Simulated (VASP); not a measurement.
# Li2Rh (P-3m1) in VASP: notebook, part 2 of 2

VASP 6.6.1. Earlier steps stand in the parts before.

## Step 4: Single point, PBE (12.96 Å³/atom)

This run uses another cell than the first one, of 12.96 Å³/atom.

Input file INCAR:

```
ALGO     = Fast           # electronic algorithm
EDIFF    = 1E-7           # SCF threshold, eV
ENCUT    = 520            # plane-wave cutoff, eV
GGA      = PE             # functional
ISIF     = 2              # what is computed and relaxed
ISMEAR   = 0              # smearing method
LASPH    = True           # aspherical terms in the spheres
LCHARG   = False          # write CHGCAR
LREAL    = False          # projectors in reciprocal space
LWAVE    = False          # write WAVECAR
NBANDS   = 18             # bands
NELM     = 60             # most SCF steps
PREC     = Accurate       # precision mode
SIGMA    = 0.1            # smearing width, eV
```

Input file KPOINTS:

```
k-points
0
Gamma
  18 18 8
```

Input file POSCAR:

```
Li2Rh
1.0
    2.6435085400      0.0000000281      0.0000000000
   -1.3217542943      2.2893455367      0.0000000000
    0.0000000000      0.0000000000      6.4232989362
Li Rh
2 1
Direct
    0.3333333333      0.6666666667      0.3140245772
    0.6666666667      0.3333333333      0.6859754228
    0.0000000000      0.0000000000      0.0000000000
```

Potentials or basis: VASP PAW PBE potentials, release 64 (Li_sv, Rh_pv).

The run is started by

```bash
$ cat potpaw_PBE.64/Li_sv/POTCAR potpaw_PBE.64/Rh_pv/POTCAR > POTCAR
$ mpirun -np 1 vasp_std > vasp.out
```

OUTCAR:

```text
EDIFF = 1E-7
   ENCUT = 520
   GGA = PE
   ISIF = 2
   ISMEAR = 0
   LASPH = True
   LREAL = False
   NELM = 60
   PREC = Accurate

 ion  position               nearest neighbor table
   1  0.333  0.667  0.314-   3 2.53   3 2.53   3 2.53
   2  0.667  0.333  0.686-   3 2.53   3 2.53   3 2.53
   3  0.000  0.000  0.000-   1 2.53   2 2.53   1 2.53   2 2.53   2 2.53   1 2.53

  LATTYP: Found a hexagonal cell.
 ALAT       =     2.6435085400
 C/A-ratio  =     2.4298385418

  Lattice vectors:

 A1 = (   2.6435085400,   0.0000000281,   0.0000000000)
 A2 = (  -1.3217542943,   2.2893455367,   0.0000000000)
 A3 = (   0.0000000000,   0.0000000000,   6.4232989362)

Analysis of symmetry for initial positions (statically):
=====================================================================
 Subroutine PRICEL returns:
 Original cell was already a primitive cell.

 Routine SETGRP: Setting up the symmetry group for a
 hexagonal supercell.

 Subroutine GETGRP returns: Found 12 space group operations
 (whereof 12 operations were pure point group operations)
 out of a pool of 24 trial point group operations.

The static configuration has the point symmetry D_3d.

Analysis of symmetry for dynamics (positions and initial velocities):
=====================================================================
 Subroutine PRICEL returns:
 Original cell was already a primitive cell.

 Routine SETGRP: Setting up the symmetry group for a
 hexagonal supercell.

 Subroutine GETGRP returns: Found 12 space group operations
 (whereof 12 operations were pure point group operations)
 out of a pool of 24 trial point group operations.

The dynamic configuration has the point symmetry D_3d.

 Subroutine INISYM returns: Found 12 space group operations
 (whereof 12 operations are pure point group operations),
 and found     1 'primitive' translations

----------------------------------------------------------------------------------------

                                     Primitive cell

  volume of cell :      38.8732

  direct lattice vectors                    reciprocal lattice vectors
     2.643508540  0.000000028  0.000000000     0.378285138  0.218403032  0.000000000
    -1.321754294  2.289345537  0.000000000    -0.000000005  0.436806056  0.000000000
     0.000000000  0.000000000  6.423298936     0.000000000  0.000000000  0.155683242

  length of vectors
     2.643508540  2.643508540  6.423298936     0.436806056  0.436806056  0.155683242

  position of ions in fractional coordinates (direct lattice)
     0.333333333  0.666666667  0.314024577
     0.666666667  0.333333333  0.685975423
     0.000000000  0.000000000  0.000000000

  ion indices of the primitive-cell ions
   primitive index   ion index
                 1           1
                 2           2
                 3           3

----------------------------------------------------------------------------------------

 KPOINTS: k-points

Automatic generation of k-mesh.
 Grid dimensions read from file:
 generate k-points for:   18   18    8

 Generating k-lattice:

  Cartesian coordinates                     Fractional coordinates (reciprocal lattice)
     0.021015841  0.012133502  0.000000000     0.055555556 -0.000000000  0.000000000
    -0.000000000  0.024267003  0.000000000     0.000000000  0.055555556  0.000000000
     0.000000000  0.000000000  0.019460405     0.000000000  0.000000000  0.125000000

  Length of vectors
     0.024267003  0.024267003  0.019460405

  Shift w.r.t. Gamma in fractional coordinates (k-lattice)
     0.000000000  0.000000000  0.000000000

 Subroutine IBZKPT returns following result:
 ===========================================

 Found    266 irreducible k-points:

 Following reciprocal coordinates:
            Coordinates               Weight
  0.000000  0.000000  0.000000      1.000000
  0.055556  0.000000  0.000000      6.000000
  0.111111  0.000000  0.000000      6.000000
  0.166667 -0.000000  0.000000      6.000000
  0.222222 -0.000000  0.000000      6.000000
  0.277778 -0.000000  0.000000      6.000000
[... 16 lines left out ...]
  0.333333  0.111111  0.000000     12.000000
  0.388889  0.111111  0.000000     12.000000
 [... further k-points ...]
   k-points           NKPTS =    266   k-points in BZ     NKDIM =    266   number of bands    NBANDS=     18
   number of dos      NEDOS =    301   number of ions     NIONS =      3
   total plane-waves  NPLWV =  19200
   dimension x,y,z NGX =    20 NGY =   20 NGZ =   48
   dimension x,y,z NGXF=    40 NGYF=   40 NGZF=   96
   ions per type =               2   1
   NGX,Y,Z   is equivalent  to a cutoff of  12.58, 12.58, 12.42 a.u.
   NGXF,Y,Z  is equivalent  to a cutoff of  25.16, 25.16, 24.85 a.u.
 SYSTEM =  unknown system
   PREC   = accura    normal or accurate (medium, high low for compatibility)
   ISTART =      0    job   : 0-new  1-cont  2-samecut
   ICHARG =      2    charge: 1-file 2-atom 10-const
   ISPIN  =      1    spin polarized calculation?
   LNONCOLLINEAR =      F non collinear calculations
   LSORBIT =      F    spin-orbit coupling
   LASPH  =      T    aspherical Exc in radial PAW
   ENCUT  =  520.0 eV  38.22 Ry    6.18 a.u.   4.92  4.92 11.94*2*pi/ulx,y,z
   NELM   =     60;   NELMIN=  2; NELMDL= -5     # of ELM steps
   EDIFF  = 0.1E-06   stopping-criterion for ELM
   LREAL  =      F    real-space projection
   EDIFFG = 0.1E-05   stopping-criterion for IOM
   NSW    =      0    number of steps for IOM
   IBRION =     -1    ionic relax: 0-MD 1-quasi-New 2-CG
   NFREE  =      0    steps in history (QN), initial steepest desc. (CG)
   ISIF   =      2    stress and relaxation
   ISYM   =      2    0-nonsym 1-usesym 2-fastsym
   POTIM  = 0.5000    time-step for ionic-motion
   TEBEG  =    0.0;   TEEND  =   0.0 temperature during run
   PSTRESS=    0.0 pullay stress
   NELECT =      21.0000    total number of electrons
   NUPDOWN=      -1.0000    fix difference up-down
   EMIN   =  10.00;   EMAX   =-10.00  energy-range for DOS
   EFERMI =   0.00;   METHOD = LEGACY
   ISMEAR =     0;   SIGMA  =   0.10  broadening in eV -4-tet -1-fermi 0-gaus
   EFERMI_NEDOS =   21; number of points for ismear=-14 and -15
   IALGO  =     68    algorithm
   IMIX   =      4    mixing-type and parameters
     AMIX     =   0.40;   BMIX     =  1.00
     AMIX_MAG =   1.60;   BMIX_MAG =  1.00
  volume/ion in A,a.u.               =      12.96        87.44
  Fermi-wavevector in a.u.,A,eV,Ry     =   1.333310  2.519591 24.187295  1.777716
  Thomas-Fermi vector in A             =   2.462178
   LORBIT       =      0    0 simple, 1 ext, 2 COOP (PROOUT), +10 PAW based schemes
   GGA     = PE    functional components
   LHFCALC =     F    Hartree Fock is set to
   AEXX    =    0.0000 exact exchange contribution
   IVDW    =     0    specifies the selected vdW correction
   LEPSILON=     F    determine dielectric tensor
   LRPA    =     F    only Hartree local field effects (RPA)
 non-spin polarized calculation
 RMM-DIIS sequential band-by-band and
 Gauss-broadening in eV      SIGMA  =   0.10
  energy-cutoff  :      520.00
  volume of cell :       38.87
 maximum number of plane-waves:      1077
   NGX =  9   NGY =  9   NGZ = 23

 number of electron      20.9999995 magnetization

 Free energy of the ion-electron system (eV)
  ---------------------------------------------------
  ext. energy  EPLUGINS =         0.00000000
  ---------------------------------------------------
  free energy    TOTEN  =       -11.32614931 eV

  energy without entropy =      -11.31653791  energy(sigma->0) =      -11.32134361

 E-fermi :   5.3106     XC(G=0): -10.2842

 val. band max:        5.3101169265   @ k =   0.1667  -0.0000   0.0000
 cond. band min:       5.3160875238   @ k =  -0.1111   0.3889   0.2500
 fundamental gap:      0.0059705973
 Fermi energy:         5.3105952694

 k-point     1 :       0.0000    0.0000    0.0000
  band No.  band energies     occupation
      1     -40.5069      2.00000
      2     -40.3765      2.00000
      3     -40.3765      2.00000
      4     -40.2566      2.00000
      5     -40.1456      2.00000
      6      -0.6236      2.00000
[... 10 lines left out ...]
     17      23.4056      0.00000
     18      23.4837      0.00000
[... 463 lines left out ...]
 k-point    24 :       0.3889    0.1111    0.0000
  band No.  band energies     occupation
      1     -41.0062      2.00000
      2     -40.5816      2.00000
      3     -40.3394      2.00000
      4     -40.1804      2.00000
      5     -40.1634      2.00000
      6       0.8030      2.00000
[... 10 lines left out ...]
     17      17.2923      0.00000
     18      18.3615      0.00000

 [... further k-points ...]
[... 5 lines left out ...]
  --------------------------------------------------------------------------------------
  -------------------------------------------------------------------------------------
  Total        2.1410393      2.1410393      2.1262277      0.0000000      0.0000000     -0.0000000
  in kB       88.2439646     88.2439646     87.6334996      0.0000000      0.0000000     -0.0000000
  external PRESSURE =      88.0404763 kB  Pullay stress =       0.0000000 kB

 VOLUME and BASIS-vectors are now :
 -----------------------------------------------------------------------------
  energy-cutoff  :      520.00
  volume of cell :       38.87
      direct lattice vectors                 reciprocal lattice vectors
     2.643508540  0.000000028  0.000000000     0.378285138  0.218403032  0.000000000
    -1.321754294  2.289345537  0.000000000    -0.000000005  0.436806056  0.000000000
     0.000000000  0.000000000  6.423298936     0.000000000  0.000000000  0.155683242

 POSITION                                       TOTAL-FORCE (eV/Angst)
 -----------------------------------------------------------------------------------
     -0.00000      1.52623      2.01707        -0.000000      0.000000      0.001216
      1.32175      0.76312      4.40623         0.000000     -0.000000     -0.001216
      0.00000      0.00000      0.00000         0.000000      0.000000     -0.000000
 -----------------------------------------------------------------------------------
    total drift:                                0.000000      0.000000      0.000000

  FREE ENERGIE OF THE ION-ELECTRON SYSTEM (eV)
  ---------------------------------------------------
  free  energy   TOTEN  =       -11.3261493077 eV

  energy  without entropy=      -11.3165379135  energy(sigma->0) =      -11.32134361
```

Wall time 5.7 min (1 thread of Intel Xeon 8259CL, shared host); peak memory 0.28 GiB.

Results:

```yaml
Free_energy: -11.3261 eV
Band_gap_on_the_k_mesh: zero (an odd number of electrons rules out a gap without spin polarisation)
```

Levels at points of the mesh, in eV from the Fermi level:
| k point | band 7 | band 8 | band 9 | band 10 | band 11 | band 12 | band 13 | band 14 |
| --- | --- | --- | --- | --- | --- | --- | --- | --- |
| (0.00, 0.00, 0.00) | -3.79 | -2.13 | -2.13 | -1.54 | -0.94 | 0.20 | 0.20 | 8.02 |
| (0.50, 0.00, 0.00) | -3.84 | -1.79 | -0.56 | 1.00 | 1.55 | 2.40 | 3.02 | 5.68 |
| (0.00, 0.00, 0.50) | -3.20 | -3.19 | -2.13 | -2.13 | 0.20 | 0.20 | 0.63 | 6.30 |
| (0.50, 0.00, 0.50) | -3.81 | -1.62 | -0.57 | 0.34 | 1.55 | 2.60 | 3.06 | 6.47 |

Caveat: the cutoff is under 1.25 times the usual one of these potentials, so pressure, stress and relaxed cells hold a basis-set (Pulay) error.

## Step 5: Single point, PBE (13.40 Å³/atom)

This run uses another cell than the first one, of 13.40 Å³/atom.

Input file INCAR:

```
SYSTEM = Li2Rh
PREC = Accurate
ENCUT = 520
EDIFF = 1E-6
ISMEAR = 0
SIGMA = 0.1
LREAL = .False.
LASPH = .True.
NELM = 80
ALGO = Fast
ISIF = 2
LWAVE = .False.
LCHARG = .True.
GGA = PE
LELF = .True.
LVHAR = .True.
NBANDS = 18
```

Input file KPOINTS:

```
Automatic mesh
0
Gamma
  18 18 8
  0 0 0
```

Input file POSCAR:

```
Li2Rh
1.0
    2.6637608731      0.0000000283      0.0000000000
   -1.3318804611      2.3068845716      0.0000000000
    0.0000000000      0.0000000000      6.5416577548
Li Rh
2 1
Direct
    0.3333333333      0.6666666667      0.3109405141
    0.6666666667      0.3333333333      0.6890594859
    0.0000000000      0.0000000000      0.0000000000
```

The run is started by

```bash
$ cat potpaw_PBE.64/Li_sv/POTCAR potpaw_PBE.64/Rh_pv/POTCAR > POTCAR
$ mpirun -np 1 vasp_std > vasp.out
```

Wall time 4.8 min (1 thread of Intel Xeon 8259CL, shared host); peak memory 0.29 GiB.

Results (log left out):

- Free energy: -11.3883 eV
- Band gap on the k mesh: zero (an odd number of electrons rules out a gap without spin polarisation)

Forces on the atoms (eV/Å):
```
Li   0.000  0.000  0.003
Li   0.000  0.000 -0.003
Rh   0.000  0.000  0.000
```

Levels at points of the mesh, in eV from the Fermi level:
| k point | band 7 | band 8 | band 9 | band 10 | band 11 | band 12 | band 13 | band 14 |
| --- | --- | --- | --- | --- | --- | --- | --- | --- |
| (0.00, 0.00, 0.00) | -3.70 | -2.06 | -2.06 | -1.54 | -0.96 | 0.19 | 0.19 | 7.56 |
| (0.50, 0.00, 0.00) | -3.71 | -1.73 | -0.55 | 1.00 | 1.49 | 2.39 | 2.97 | 5.51 |
| (0.00, 0.00, 0.50) | -3.15 | -3.13 | -2.06 | -2.06 | 0.19 | 0.19 | 0.58 | 5.89 |
| (0.50, 0.00, 0.50) | -3.69 | -1.58 | -0.55 | 0.39 | 1.49 | 2.56 | 3.02 | 6.25 |

Caveat: the cutoff is under 1.25 times the usual one of these potentials, so pressure, stress and relaxed cells hold a basis-set (Pulay) error.

## Step 6: Summary

```tsv
spin	cell	k mesh	gap on the mesh (eV)	largest force (eV/Å)
off	a = 2.723, b = 2.723, c = 6.882 Å, angles 90.0, 90.0, 120.0°, 3 atoms, atomic positions A	6 × 6 × 4	none	0.04
collinear, ferromagnetic start	a = 2.723, b = 2.723, c = 6.882 Å, angles 90.0, 90.0, 120.0°, 3 atoms, atomic positions A	6 × 6 × 4	none	0.04
off	a = 2.644, b = 2.644, c = 6.423 Å, angles 90.0, 90.0, 120.0°, 3 atoms, atomic positions B	18 × 18 × 8	none	-
off	a = 2.664, b = 2.664, c = 6.542 Å, angles 90.0, 90.0, 120.0°, 3 atoms, atomic positions C	18 × 18 × 8	none	-
```

Alike in all rows: task single point; level PBE; potentials or basis VASP PAW PBE potentials, release 64 (Li_sv, Rh_pv); cutoff (eV) 520; smearing gaussian 0.1 eV.

Caveats: some runs use coarse meshes; the cutoff is under 1.25 times the usual one of these potentials, so pressure, stress and relaxed cells hold a basis-set (Pulay) error.

Absolute energies hang on the potentials; compare differences alone.

The gap in the log of VASP goes by the Fermi energy; the results here count the filled bands.